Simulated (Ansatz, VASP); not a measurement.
## PtS2 in VASP and in Ansatz

INCAR

```
PREC = Accurate ; ENCUT = 520
EDIFF = 1E-6 ; ISMEAR = 0
SIGMA = 0.05 ; LREAL = F
LASPH = T ; NELM = 80
ALGO = Normal ; ISIF = 2
LWAVE = F ; LCHARG = F
LDIPOL = T ; IDIPOL = 3
DIPOL = 0.5 0.5 0.390 ; GGA = PE
IVDW = 12 ; NBANDS = 31
```

Contents of KPOINTS:

```
regular mesh
0
Gamma
  9 9 1
```

The input POSCAR:

```
PtS2
1.0
    3.5415278079      0.0000000000      0.0000000000
   -1.7707639039      3.0670530498      0.0000000000
    0.0000000000      0.0000000000     22.4670615492
S Pt
4 2
Direct
    0.6666666667      0.3333333333      0.2002932155
    0.3333333333      0.6666666667      0.3108341854
    0.3333333333      1.1666666667      0.4683981816
    0.6666666667      0.8333333333      0.5789391515
    0.0000000000      0.0000000000      0.2555637004
    1.0000000000      1.5000000000      0.5236686665
```

Input for Ansatz:

```yaml
crystal:
  lattice:
    - [3.5415278079, 0.0, 0.0]
    - [-1.7707639039, 3.0670530498, 0.0]
    - [0.0, 0.0, 22.4670615492]
  atoms:
    - { symbol: S, position: [0.6666666667, 0.3333333333, 0.2002932155] }
    - { symbol: Pt, position: [0.0, 0.0, 0.2555637004] }
    - { symbol: S, position: [0.3333333333, 0.6666666667, 0.3108341854] }
    - { symbol: S, position: [0.3333333333, 1.1666666667, 0.4683981816] }
    - { symbol: Pt, position: [1.0, 1.5, 0.5236686665] }
    - { symbol: S, position: [0.6666666667, 0.8333333333, 0.5789391515] }
basis:
  ecutwfc: 420
kpoints:
  mp_grid: { grid: [9, 9, 1] }
hamiltonian:
  xc: pbe
  pseudopotentials: { kind: paw, azcp: { folder: soft_1 } }
  dispersion: d3bj
scf:
  occupations: { method: gaussian, width: 0.05 }
output:
  forces: true
  eigenvalues: true
efield:
  axis: 3
  dipole_correction: true
  ramp_width: 0.04
```

Alike in both runs: task single point; functional PBE; dispersion D3(BJ); k mesh 9 × 9 × 1; occupations gaussian, width 0.05 eV; no spin polarisation.

```csv
,VASP,Ansatz
version,VASP 6.6.1,Ansatz 0.2.0
potentials or method,"VASP PAW PBE potentials, release 64 (S, Pt), cutoff 520 eV","scalar-relativistic, plane waves, PAW"
valence electrons in the cell,44,60
```

VASP gave:

- gap on the k mesh at the Fermi level (eV): 1.50
- least direct gap on the mesh (eV): 1.59
- rms of the force components (eV/Å): 0.027

**Question.** What did Ansatz give for the same quantities?

**Answer.** gap on the k mesh at the Fermi level (eV): 1.49; least direct gap on the mesh (eV): 1.58; rms of the force components (eV/Å): 0.030.

VASP's potentials hold 44 valence electrons a cell and Ansatz's 60, so a difference there can come from the potentials and not from the codes.

Neither program's run includes spin-orbit coupling.
